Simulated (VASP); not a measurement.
# ScInTeSe (P-6m2) in VASP: single point with PBE

Aim: the single point of ScInTeSe with PBE.

All numbers are computed with VASP 6.6.1; they aren't measurements. Logs are shortened: lines on timing, memory, paths and dates and some standing lists are left out, and cuts for length are marked.

## 1. The cell of the first run

The structure is hexagonal, space group P-6m2 (No. 187). The conventional cell has a = 4.950 Å, b = 4.950 Å, c = 5.861 Å, α = 90.00°, β = 90.00°, γ = 120.00°. Within 3.8 Å of Sc (site symmetry -6m2) lie 3 Se at 2.86 Å and 2 Te at 2.93 Å. Within 3.8 Å of In (site symmetry -6m2) lie 3 Te at 2.86 Å. Te (site symmetry -6m2) has 3 In at 2.86 Å and 2 Sc at 2.93 Å within 3.8 Å. Within 3.8 Å of Se (site symmetry -6m2) lie 3 Sc at 2.86 Å.

## 2. Single point, PBE

The input, INCAR:

```
SYSTEM = ScInTeSe
PREC     = Accurate       ! precision mode
ENCUT    = 500            ! plane-wave cutoff, eV
EDIFF    = 1E-6           ! SCF threshold, eV
ISMEAR   = 0              ! smearing method
SIGMA    = 0.15           ! smearing width, eV
LREAL    = .False.        ! projectors in reciprocal space
LASPH    = .True.         ! aspherical terms in the spheres
NELM     = 120            ! most SCF steps
ALGO     = Normal         ! electronic algorithm
ISIF     = 2              ! what is computed and relaxed
LWAVE    = .False.        ! write WAVECAR
LCHARG   = .False.        ! write CHGCAR
GGA      = PE             ! functional
NBANDS   = 26             ! bands
GGA_COMPAT= .False.
```

The input, KPOINTS:

```
Automatic mesh
0
Gamma
  3 3 3
  0 0 0
```

The input, POSCAR:

```
ScInTeSe
1.0
    4.9501444212     -0.0000000026      0.0000000000
   -2.4750722083      4.2869508225      0.0000000000
    0.0000000000      0.0000000000      5.8613076262
Sc In Te Se
1 1 1 1
Direct
    0.6666666667      0.3333333333      0.0000000000
    0.3333333333      0.6666666667      0.5000000000
    0.6666666667      0.3333333333      0.5000000000
    0.0000000000      0.0000000000      0.0000000000
```

Potentials or basis: VASP PAW PBE potentials, release 64 (Sc_sv, In_d, Te, Se).

Command:

```
$ cat potpaw_PBE.64/Sc_sv/POTCAR potpaw_PBE.64/In_d/POTCAR potpaw_PBE.64/Te/POTCAR potpaw_PBE.64/Se/POTCAR > POTCAR
$ mpirun -np 1 vasp_std > vasp.out
```

OUTCAR:

```text
SYSTEM = ScInTeSe
   PREC = Accurate
   ENCUT = 500
   EDIFF = 1E-6
   ISMEAR = 0
   LREAL = .False.
   LASPH = .True.
   NELM = 120
   ISIF = 2
   GGA = PE

 ion  position               nearest neighbor table
   1  0.667  0.333  0.000-   4 2.86   4 2.86   4 2.86   3 2.93   3 2.93
   2  0.333  0.667  0.500-   3 2.86   3 2.86   3 2.86
   3  0.667  0.333  0.500-   2 2.86   2 2.86   2 2.86   1 2.93   1 2.93
   4  0.000  0.000  0.000-   1 2.86   1 2.86   1 2.86

  LATTYP: Found a hexagonal cell.
 ALAT       =     4.9501444212
 C/A-ratio  =     1.1840680044

  Lattice vectors:

 A1 = (   4.9501444212,  -0.0000000026,   0.0000000000)
 A2 = (  -2.4750722083,   4.2869508225,   0.0000000000)
 A3 = (   0.0000000000,   0.0000000000,   5.8613076262)

Analysis of symmetry for initial positions (statically):
=====================================================================
 Subroutine PRICEL returns:
 Original cell was already a primitive cell.

 Routine SETGRP: Setting up the symmetry group for a
 hexagonal supercell.

 Subroutine GETGRP returns: Found 12 space group operations
 (whereof 12 operations were pure point group operations)
 out of a pool of 24 trial point group operations.

The static configuration has the point symmetry D_3h.

Analysis of symmetry for dynamics (positions and initial velocities):
=====================================================================
 Subroutine PRICEL returns:
 Original cell was already a primitive cell.

 Routine SETGRP: Setting up the symmetry group for a
 hexagonal supercell.

 Subroutine GETGRP returns: Found 12 space group operations
 (whereof 12 operations were pure point group operations)
 out of a pool of 24 trial point group operations.

The dynamic configuration has the point symmetry D_3h.

 Subroutine INISYM returns: Found 12 space group operations
 (whereof 12 operations are pure point group operations),
 and found     1 'primitive' translations

----------------------------------------------------------------------------------------

                                     Primitive cell

  volume of cell :     124.3830

[... 67 lines left out ...]
   ISPIN  =      1    spin polarized calculation?
   LNONCOLLINEAR =      F non collinear calculations
   LSORBIT =      F    spin-orbit coupling
   LASPH  =      T    aspherical Exc in radial PAW
   ENCUT  =  500.0 eV  36.75 Ry    6.06 a.u.   9.03  9.03 10.69*2*pi/ulx,y,z
   NELM   =    120;   NELMIN=  2; NELMDL= -5     # of ELM steps
   EDIFF  = 0.1E-05   stopping-criterion for ELM
   LREAL  =      F    real-space projection
   EDIFFG = 0.1E-04   stopping-criterion for IOM
   NSW    =      0    number of steps for IOM
   IBRION =     -1    ionic relax: 0-MD 1-quasi-New 2-CG
   NFREE  =      0    steps in history (QN), initial steepest desc. (CG)
   ISIF   =      2    stress and relaxation
   ISYM   =      2    0-nonsym 1-usesym 2-fastsym
   POTIM  = 0.5000    time-step for ionic-motion
   TEBEG  =    0.0;   TEEND  =   0.0 temperature during run
   PSTRESS=    0.0 pullay stress
   NELECT =      36.0000    total number of electrons
   NUPDOWN=      -1.0000    fix difference up-down
   EMIN   =  10.00;   EMAX   =-10.00  energy-range for DOS
   EFERMI =   0.00;   METHOD = LEGACY
   ISMEAR =     0;   SIGMA  =   0.15  broadening in eV -4-tet -1-fermi 0-gaus
   EFERMI_NEDOS =   21; number of points for ismear=-14 and -15
   IALGO  =     38    algorithm
   IMIX   =      4    mixing-type and parameters
     AMIX     =   0.40;   BMIX     =  1.00
     AMIX_MAG =   1.60;   BMIX_MAG =  1.00
  volume/ion in A,a.u.               =      31.10       209.84
  Fermi-wavevector in a.u.,A,eV,Ry     =   1.082901  2.046386 15.955202  1.172674
  Thomas-Fermi vector in A             =   2.218954
   LORBIT       =      0    0 simple, 1 ext, 2 COOP (PROOUT), +10 PAW based schemes
   GGA     = PE    functional components
   LHFCALC =     F    Hartree Fock is set to
   AEXX    =    0.0000 exact exchange contribution
   IVDW    =     0    specifies the selected vdW correction
   LEPSILON=     F    determine dielectric tensor
   LRPA    =     F    only Hartree local field effects (RPA)
 non-spin polarized calculation
 Gauss-broadening in eV      SIGMA  =   0.15
  energy-cutoff  :      500.00
  volume of cell :      124.38
 maximum number of plane-waves:      3195
   NGX = 19   NGY = 19   NGZ = 21

 number of electron      36.0000009 magnetization

 Free energy of the ion-electron system (eV)
  ---------------------------------------------------
  ext. energy  EPLUGINS =         0.00000000
  ---------------------------------------------------
  free energy    TOTEN  =       -17.83558232 eV

  energy without entropy =      -17.82493328  energy(sigma->0) =      -17.83025780

 E-fermi :   4.5234     XC(G=0):  -8.8903

 val. band max:        4.3226831009   @ k =   0.3333  -0.0000   0.3333
 cond. band min:       4.6215776126   @ k =   0.3333   0.3333   0.0000
 fundamental gap:      0.2988945118
 Fermi energy:         4.5233928370

 k-point     1 :       0.0000    0.0000    0.0000
  band No.  band energies     occupation
      1     -46.4976      2.00000
      2     -25.1188      2.00000
      3     -25.0827      2.00000
      4     -25.0827      2.00000
      5     -10.1841      2.00000
      6     -10.0983      2.00000
[... 163 lines left out ...]
     25       7.9152      0.00000
     26       8.9067      0.00000

------------------------ aborting loop because EDIFF is reached ----------------------------------------

  FORCE on cell =-STRESS in cart. coord.  units (eV):
  Direction    XX          YY          ZZ          XY          YZ          ZX
  --------------------------------------------------------------------------------------
  -------------------------------------------------------------------------------------
  Total       -0.2854003     -0.2854003      0.2148758     -0.0000000      0.0000000      0.0000000
  in kB       -3.6762417     -3.6762417      2.7678160     -0.0000000      0.0000000      0.0000000
  external PRESSURE =      -1.5282224 kB  Pullay stress =       0.0000000 kB

 VOLUME and BASIS-vectors are now :
 -----------------------------------------------------------------------------
  energy-cutoff  :      500.00
  volume of cell :      124.38
      direct lattice vectors                 reciprocal lattice vectors
     4.950144421 -0.000000003  0.000000000     0.202014308  0.116633015  0.000000000
    -2.475072208  4.286950822  0.000000000     0.000000000  0.233266030  0.000000000
     0.000000000  0.000000000  5.861307626     0.000000000  0.000000000  0.170610393

 POSITION                                       TOTAL-FORCE (eV/Angst)
 -----------------------------------------------------------------------------------
      2.47507      1.42898      0.00000        -0.000000      0.000000      0.000000
      0.00000      2.85797      2.93065        -0.000000     -0.000000      0.000000
      2.47507      1.42898      2.93065         0.000000     -0.000000      0.000000
      0.00000      0.00000      0.00000        -0.000000     -0.000000      0.000000
 -----------------------------------------------------------------------------------
    total drift:                               -0.000001      0.000001      0.000000

  FREE ENERGIE OF THE ION-ELECTRON SYSTEM (eV)
  ---------------------------------------------------
  free  energy   TOTEN  =       -17.8355823246 eV

  energy  without entropy=      -17.8249332783  energy(sigma->0) =      -17.83025780
```

OSZICAR:

```text
N       E                     dE             d eps       ncg     rms          rms(c)
DAV:   1     0.356066100220E+03    0.35607E+03   -0.15970E+04   312   0.135E+03
DAV:   2     0.155672326144E+02   -0.34050E+03   -0.33397E+03   312   0.396E+02
DAV:   3    -0.187484425439E+02   -0.34316E+02   -0.33611E+02   452   0.133E+02
DAV:   4    -0.202203458132E+02   -0.14719E+01   -0.14669E+01   432   0.265E+01
DAV:   5    -0.202727061143E+02   -0.52360E-01   -0.52327E-01   496   0.492E+00    0.104E+01
DAV:   6    -0.178407127084E+02    0.24320E+01   -0.80239E+00   472   0.194E+01    0.474E+00
DAV:   7    -0.178546031103E+02   -0.13890E-01   -0.60589E-01   494   0.509E+00    0.280E+00
DAV:   8    -0.178520185272E+02    0.25846E-02   -0.23002E-01   470   0.311E+00    0.881E-01
DAV:   9    -0.178381803259E+02    0.13838E-01   -0.19244E-01   446   0.275E+00    0.428E-01
DAV:  10    -0.178353823797E+02    0.27979E-02   -0.18099E-02   454   0.924E-01    0.177E-01
DAV:  11    -0.178355981543E+02   -0.21577E-03   -0.72920E-04   400   0.196E-01    0.317E-02
DAV:  12    -0.178355818164E+02    0.16338E-04   -0.18478E-04   502   0.112E-01    0.259E-02
DAV:  13    -0.178355831321E+02   -0.13157E-05   -0.14704E-05   440   0.293E-02    0.121E-02
DAV:  14    -0.178355823246E+02    0.80746E-06   -0.14576E-06   270   0.902E-03
   1 F= -.17835582E+02 E0= -.17830258E+02  d E =-.106490E-01
```

stdout:

```text
POSCAR found type information on POSCAR ScInTeSe
 POSCAR found :  4 types and       4 ions
 scaLAPACK will be used
 LDA part: xc-table for (Slater+PW92), standard interpolation
 POSCAR, INCAR and KPOINTS ok, starting setup
 FFT: planning ... GRIDC
 FFT: planning ... GRID_SOFT
 FFT: planning ... GRID
 WAVECAR not read
 entering main loop
```

Run time: 56 s. Hardware: 1 thread of Intel Xeon 8259CL, shared host; peak memory 0.25 GiB.

Results:

- Free energy: -17.8356 eV
- Pressure: -0.2 GPa
- Band gap on the k mesh: 0.30 eV, indirect (least direct gap 0.62 eV)

Stress tensor (GPa, compression positive):
```
-0.37  0.00  0.00
 0.00 -0.37  0.00
 0.00  0.00  0.28
```

Caveat: the k points lie up to 0.49 Å⁻¹ apart; spin-orbit coupling is left out, which moves the levels of the heavy elements.
